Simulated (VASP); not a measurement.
**LiMg2: single point with LDA**

Crystal: LiMg2.

```
Li Mg
1.0
     3.08989    0.00000    0.00000
    -1.54494    2.67592    0.00000
     0.00000    0.00000   14.86600
Li Mg
2 4
Direct
  0.66667 0.33333 0.66684
  0.66667 0.33333 0.33316
  0.66667 0.33333 0.00000
  0.00000 0.00000 0.82941
  0.00000 0.00000 0.50000
  0.00000 0.00000 0.17059
```

* Program: VASP 6.6.1
* Task: single point
* Functional: LDA
* Potentials or basis: VASP PAW LDA potentials, release 64 (Li_sv, Mg)
* Cutoff: 520 eV
* k mesh: 8 × 8 × 2
* Occupations: gaussian, width 0.05 eV
* Spin: no spin polarisation
* Dipole correction: no
* Further INCAR settings: ALGO = Normal; EDIFF = 1e-07; NBANDS = 16

```
Band gap on the k mesh : zero (bands 7 and 8 overlap by 2.93 eV)
```

Forces on the atoms (eV/Å):
```
Li   0.000  0.000  0.001
Li   0.000  0.000 -0.001
Mg   0.000  0.000  0.000
Mg   0.000  0.000  0.003
Mg   0.000  0.000  0.000
Mg   0.000  0.000 -0.003
```

Levels at points of the mesh, in eV from the Fermi level:
```
           k point  band 3  band 4  band 5  band 6  band 7  band 8  band 9  band 10  band 11  band 12
(0.00, 0.00, 0.00)   -6.74   -5.64   -5.64   -3.81   -2.69   -1.04    0.55     3.86     4.25     8.97
(0.50, 0.00, 0.00)   -1.76   -1.62   -1.01   -0.95   -0.67   -0.62    1.07     1.11     1.33     2.68
(0.00, 0.00, 0.50)   -6.73   -5.80   -5.45   -3.99   -2.00   -1.90    1.47     2.30     6.00     7.16
(0.50, 0.00, 0.50)   -1.74   -1.61   -1.23   -0.83   -0.74   -0.10    0.09     1.28     2.40     2.65
```

It took 72 s on 1 thread of Intel Xeon 8259CL, with other jobs on the host, peak memory 0.21 GiB.
